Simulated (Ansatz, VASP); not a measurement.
Two plane-wave programs on Nb

```
Nb
1.0
     1.57596    0.90988    4.35739
    -1.57596    0.90988    4.35739
     0.00000   -1.81976    4.35739
Nb
2
Direct
  0.25002 0.25002 0.25002
  0.74998 0.74998 0.74998
```

Alike in both runs: functional PBE; k mesh 6 × 6 × 6; occupations gaussian, width 0.1 eV; no spin polarisation.

Ansatz relaxed the structure, and its values are those at the end. VASP's run is a single point on that final structure, the one shown.

|  | VASP | Ansatz |
| --- | --- | --- |
| version | VASP 6.6.1 | Ansatz 0.2.0 |
| potentials or method | VASP PAW PBE potentials, release 64 (Nb_sv), cutoff 520 eV | scalar-relativistic, plane waves, PAW |
| valence electrons in the cell | 26 | 26 |

Ansatz gave:

| Property | Result |
| --- | --- |
| gap on the k mesh at the Fermi level (eV) | none |
| pressure (GPa) | -0.1 |

Problem. What did VASP give for the same quantities?

Solution. gap on the k mesh at the Fermi level (eV): none; pressure (GPa): -0.4.

A gap of «none» marks a metal or a gap that the smearing closes.

The k mesh is coarse, so the values compare programs but aren't converged.
